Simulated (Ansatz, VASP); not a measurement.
**Mg3Cd2Te3 in VASP and in Ansatz**

```
Mg Cd Te
1.0
    -3.07505    3.07505    6.05497
     3.07505   -3.07505    6.05497
     3.07505    3.07505   -6.05497
Mg Cd Te
3 2 3
Direct
  0.50000 0.50000 0.00000
  0.50000 0.00000 0.50000
  0.00000 0.50000 0.50000
  0.24560 0.24560 0.00000
  0.75440 0.75440 0.00000
  0.75000 0.25000 0.50000
  0.25000 0.75000 0.50000
  0.00000 0.00000 0.00000
```

Alike in both runs: functional PBE; k mesh 4 × 4 × 4; occupations gaussian, width 0.2 eV; no spin polarisation.

Ansatz relaxed the structure, and its values are those at the end. VASP's run is a single point on that final structure, the one shown.

```csv
,VASP,Ansatz
version,VASP 6.6.1,Ansatz 0.2.0
potentials or method,"VASP PAW PBE potentials, release 64 (Mg, Cd, Te), cutoff 520 eV","scalar-relativistic, plane waves, PAW"
valence electrons in the cell,48,118
```

|  | VASP | Ansatz | Ansatz less VASP |
| --- | --- | --- | --- |
| gap on the k mesh at the Fermi level (eV) | none | none | - |
| pressure (GPa) | -0.1 | -0.1 | -0.03 |
| rms of the force components (eV/Å) | 0.010 | 0.007 | -0.0029 |

A gap of «none» marks a metal or a gap that the smearing closes. With one functional, cell and mesh, what is left measures potentials, basis and numerics. VASP's potentials hold 48 valence electrons a cell and Ansatz's 118, so a difference there can come from the potentials and not from the codes.

The k mesh is coarse, so the values compare programs but aren't converged. Spin-orbit coupling is off throughout.
